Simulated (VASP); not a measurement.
# AlN: single point with PBEsol

Crystal: AlN.

```
Al N
1.0
     0.00000    4.36975    4.36975
     4.36975    0.00000    4.36975
     4.36975    4.36975    0.00000
Al N
8 8
Direct
  0.99811 0.00472 0.99486
  0.99347 0.99661 0.50734
  0.99669 0.50387 0.00351
  0.99449 0.50017 0.50798
  0.50123 0.99984 0.99282
  0.50057 0.00402 0.49950
  0.49998 0.49468 0.00495
  0.50417 0.50042 0.49353
  0.37256 0.37620 0.38456
  0.38112 0.37000 0.87107
  0.38561 0.88305 0.35686
  0.37757 0.87213 0.87319
  0.87249 0.38214 0.37929
  0.87277 0.36920 0.88934
  0.87873 0.86916 0.36831
  0.88087 0.86977 0.86872
```

```json
{
  "Program": "VASP 6.6.1",
  "Task": "single point",
  "Functional": "PBEsol",
  "Potentials or basis": "VASP PAW PBE potentials, release 64 (Al, N)",
  "Cutoff": "520 eV",
  "k mesh": "4 × 4 × 4",
  "Occupations": "fermi-dirac, width 0.02 eV",
  "Spin": "no spin polarisation",
  "Dipole correction": "no",
  "Further INCAR settings": "LREAL = Auto; ALGO = Normal; EDIFF = 1e-07; NBANDS = 46"
}
```

```json
{
  "Pressure": "1.6 GPa",
  "Largest force": "1.946 eV/Å",
  "Band gap on the k mesh": "2.96 eV"
}
```

Forces on the atoms (eV/Å):
```
Al  -0.493  0.805 -0.367
Al  -1.175 -0.511  1.465
Al  -0.672  0.859 -0.014
Al  -0.093  0.345  0.191
Al   0.051  0.076  0.155
Al  -0.686 -0.154 -0.338
Al   0.185 -0.360 -0.162
Al   1.137  0.028  0.289
N   -0.563 -0.646 -0.180
N    0.674 -0.354  0.151
N    0.925  0.434 -1.296
N   -0.132 -0.238 -0.247
N   -0.920  0.293 -0.430
N   -0.121 -0.744  0.527
N    1.027  0.165  0.257
N    0.856  0.001  0.000
```

Stress tensor (GPa, compression positive):
```
 1.31  0.67  0.76
 0.67  1.76 -1.06
 0.76 -1.06  1.65
```

Levels at points of the mesh, in eV from the valence-band top:
```tsv
k point	band 29	band 30	band 31	band 32	band 33	band 34	band 35	band 36
(0.00, 0.00, 0.00)	-0.42	-0.12	-0.07	0.00	2.96	3.06	3.23	4.00
(0.50, 0.00, 0.00)	-0.52	-0.46	-0.30	-0.25	5.45	5.50	5.61	5.66
(0.00, 0.50, 0.00)	-0.43	-0.41	-0.31	-0.18	5.44	5.52	5.65	5.66
(0.00, 0.00, 0.50)	-0.47	-0.37	-0.27	-0.19	5.40	5.55	5.67	5.71
(0.50, 0.50, 0.50)	-0.45	-0.39	-0.31	-0.20	5.48	5.49	5.58	5.73
(0.50, 0.50, 0.00)	-0.69	-0.64	-0.62	-0.46	5.64	5.66	5.80	5.97
(0.00, 0.50, 0.50)	-0.74	-0.71	-0.54	-0.41	5.64	5.70	5.78	5.99
(0.50, 0.00, 0.50)	-0.67	-0.64	-0.60	-0.51	5.64	5.67	5.81	5.96
```

Wall time 5.6 min on 1 thread of Intel(R) Xeon(R) 6975P-C (Granite Rapids), on a shared host, peak memory 0.39 GiB.

Caveat: the PAW data sets were made with another functional, which shifts forces and pressure a little.
